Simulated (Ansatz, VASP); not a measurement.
## One calculation of WC, two programs

Contents of INCAR:

```
ALGO     = Normal         # electronic algorithm
EDIFF    = 1E-8           # SCF threshold, eV
ENCUT    = 520            # plane-wave cutoff, eV
GGA      = PS             # functional
ISIF     = 2              # what is computed and relaxed
ISMEAR   = -1             # smearing method
LASPH    = T              # aspherical terms in the spheres
LCHARG   = F              # write CHGCAR
LEFG     = T            
LREAL    = F              # projectors in reciprocal space
LWAVE    = F              # write WAVECAR
NBANDS   = 16             # bands
NELM     = 60             # most SCF steps
PREC     = Accurate       # precision mode
SIGMA    = 0.05           # smearing width, eV
```

KPOINTS

```
k-points
0
Gamma
  13 13 12
```

POSCAR

```
WC
1.0
    2.8613006652      0.0000000000      0.0000000000
   -1.4306503326      2.4779590640      0.0000000000
    0.0000000000      0.0000000000      2.7907655833
W C
1 1
Direct
    0.0000000000      0.0000000000      0.0000000000
    0.6666666667      0.3333333333      0.5000000000
```

Input for Ansatz:

```yaml
crystal:
  lattice:
    - [2.8613006652, 0.0, 0.0]
    - [-1.4306503326, 2.477959064, 0.0]
    - [0.0, 0.0, 2.7907655833]
  atoms:
    - { symbol: W, position: [0.0, 0.0, 0.0] }
    - { symbol: C, position: [0.6666666667, 0.3333333333, 0.5] }
kpoints:
  mp_grid: { grid: [13, 13, 12] }
scf:
  occupations: { method: fermi_dirac, width: 0.05 }
hamiltonian:
  xc: pbesol
  pseudopotentials: { kind: all_electron, datasets: crystal }
output:
  forces: true
  stress: true
  eigenvalues: true
  efg: { contact_densities: true }
```

Change from the starting cell: volume scaled by 0.96, crystal datasets.

Alike in both runs: task electric field gradients; functional PBEsol; k mesh 13 × 13 × 12; occupations fermi-dirac, width 0.05 eV; no spin polarisation.

```csv
,VASP,Ansatz
version,VASP 6.6.1,Ansatz 0.2.0
potentials or method,"VASP PAW PBE potentials, release 64 (W_sv, C), cutoff 520 eV","all-electron PAW with datasets made for the crystal, scalar-relativistic"
```

Ansatz gave:

| Property | Result |
| --- | --- |
| pressure (GPa) | 17.2 |
| traceless stress, the component that is largest in VASP (GPa) | 1.46 |
| size of Vzz on the site where it differs most (V/Å²) | 153.6 |

Task: What did VASP give for the same quantities?

Result: Pressure (GPa): 18.8; traceless stress, the component that is largest in VASP (GPa): 1.76; size of Vzz on the site where it differs most (V/Å²): 164.7.

VASP's potentials were made for PBE, not for PBEsol. Ansatz ran all-electron here, and VASP with PAW potentials.

Spin-orbit coupling is off throughout.
